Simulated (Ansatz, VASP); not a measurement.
# SnSe2 in VASP and in Ansatz

```
CELL_PARAMETERS angstrom
4.08015 0.00000 0.00000
-2.04008 3.53352 0.00000
0.00000 0.00000 5.32338
ATOMIC_POSITIONS crystal
Sn 0.00000 0.00000 0.00000
Se 0.33333 0.66667 0.26513
Se 0.66667 0.33333 0.73487
```

Alike in both runs: task single point; functional PBE; dispersion D3(BJ); k mesh 12 × 12 × 6; occupations gaussian, width 0.03 eV; no spin polarisation.

|  | VASP | Ansatz |
| --- | --- | --- |
| version | VASP 6.6.1 | Ansatz 0.2.0 |
| potentials or method | VASP PAW PBE potentials, release 64 (Sn_d, Se), cutoff 500 eV | scalar-relativistic, plane waves, PAW |
| valence electrons in the cell | 26 | 46 |

```csv
,VASP,Ansatz,Ansatz less VASP
gap on the k mesh at the Fermi level (eV),none,none,-
pressure (GPa),-0.1,-0.2,-0.06
"traceless stress, the component that is largest in VASP (GPa)",3.92,3.95,+0.028
rms of the force components (eV/Å),0.349,0.345,-0.0045
```

Atom by atom the forces differ by 0.005 eV/Å (rms over components). A gap of «none» marks a metal or a gap that the smearing closes. VASP's potentials hold 26 valence electrons a cell and Ansatz's 46, so a difference there can come from the potentials and not from the codes.
